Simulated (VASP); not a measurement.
**GaP (sol): single point with PBEsol**

GaP (sol):

```
Ga P
1.0
     0.00000    2.71944    2.71944
     2.71944    0.00000    2.71944
     2.71944    2.71944    0.00000
Ga P
1 1
Direct
  0.00000 0.00000 0.00000
  0.75000 0.75000 0.75000
```

* Program: VASP 6.6.1
* Task: single point
* Functional: PBEsol
* Potentials or basis: VASP PAW PBE potentials, release 64 (Ga_d, P)
* Cutoff: 520 eV
* k mesh: 8 × 8 × 8
* Occupations: gaussian, width 0.02 eV
* Spin: no spin polarisation
* Dipole correction: no
* Further INCAR settings: ALGO = Normal; EDIFF = 1e-06; NBANDS = 16

```json
{
 "Pressure": "-0.1 GPa",
 "Band gap on the k mesh": "1.50 eV, indirect (least direct gap 1.80 eV)"
}
```

Levels at points of the mesh, in eV from the valence-band top:
```csv
k point,band 7,band 8,band 9,band 10,band 11,band 12
"(0.00, 0.00, 0.00)",0.00,0.00,0.00,1.80,3.83,3.83
"(0.50, 0.00, 0.00)",-6.73,-1.14,-1.14,1.60,4.65,4.65
"(0.50, 0.50, 0.00)",-6.84,-2.74,-2.74,1.50,1.71,10.60
```

Run time: 28 s on 1 thread of Intel(R) Xeon(R) Platinum 8488C (Sapphire Rapids) (shared host), peak memory 0.17 GiB.

Caveat: the PAW data sets were made with another functional, which shifts forces and pressure a little. A k mesh can miss the band edges.
